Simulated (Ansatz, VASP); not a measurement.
This is a calculation of BP for Ansatz 0.2.0.

Contents of input.yaml:

```yaml
crystal:
  lattice:
    - [0.0, 2.269, 2.269]
    - [2.269, 0.0, 2.269]
    - [2.269, 2.269, 0.0]
  atoms:
    - { symbol: P, position: [0.75, 0.75, 0.75] }
    - { symbol: B, position: [0.0, 0.0, 0.0] }
hamiltonian:
  xc: rpbe
  pseudopotentials: { kind: paw }
kpoints:
  mp_grid: { grid: [10, 10, 10] }
scf:
  occupations: { method: fermi_dirac, width: 0.05 }
output:
  forces: true
  stress: true
relax:
  f_tol: 0.01
  max_steps: 40
  cell: { stress_tol: 0.05 }
```

Potentials or basis: Ansatz PAW.

The run is started by

```bash
$ ansatz run input.yaml --threads 2 --pin off --max-ram 5632MiB --backend cpu --events-out ev --progress --plain --runs-dir out
```

Question: Translate it to VASP 6.6.1. Potentials there: VASP PAW PBE potentials, release 64 (P, B).

Answer: As run (the cutoff follows the program's own potentials):

The input INCAR:

```
SYSTEM = BP
PREC = Accurate ; ENCUT = 600
EDIFF = 1E-7 ; ISMEAR = -1
SIGMA = 0.05 ; LREAL = .FALSE.
LASPH = .TRUE. ; NELM = 100
ALGO = Normal ; ISIF = 3
LWAVE = .FALSE. ; LCHARG = .FALSE.
GGA = RP ; IBRION = 2
NSW = 60 ; EDIFFG = -0.01
```

Contents of KPOINTS:

```
regular mesh
0
G
  10 10 10
  0 0 0
```

Contents of POSCAR:

```
BP
1.0
    0.0000000000      2.2690000000      2.2690000000
    2.2690000000      0.0000000000      2.2690000000
    2.2690000000      2.2690000000      0.0000000000
P B
1 1
Direct
    0.7500000000      0.7500000000      0.7500000000
    0.0000000000      0.0000000000      0.0000000000
```

Potentials or basis: VASP PAW PBE potentials, release 64 (P, B).

Command:

```bash
$ cat potpaw_PBE.64/P/POTCAR potpaw_PBE.64/B/POTCAR > POTCAR
$ mpirun -np 1 vasp_std > vasp.out
```

Both were run:

|  | VASP | Ansatz | Ansatz less VASP |
| --- | --- | --- | --- |
| relaxed volume (Å³/atom) | 11.94 | 11.97 | +0.031 |
| relaxed cell length with the largest relative difference (Å) | 3.232 | 3.235 | +0.0028 |

VASP's potentials were made for PBE, not for RPBE.

Noted on Ansatz's run: the plane-wave basis is chosen anew once the cell has moved, so the energies of steps on either side of that aren't comparable.
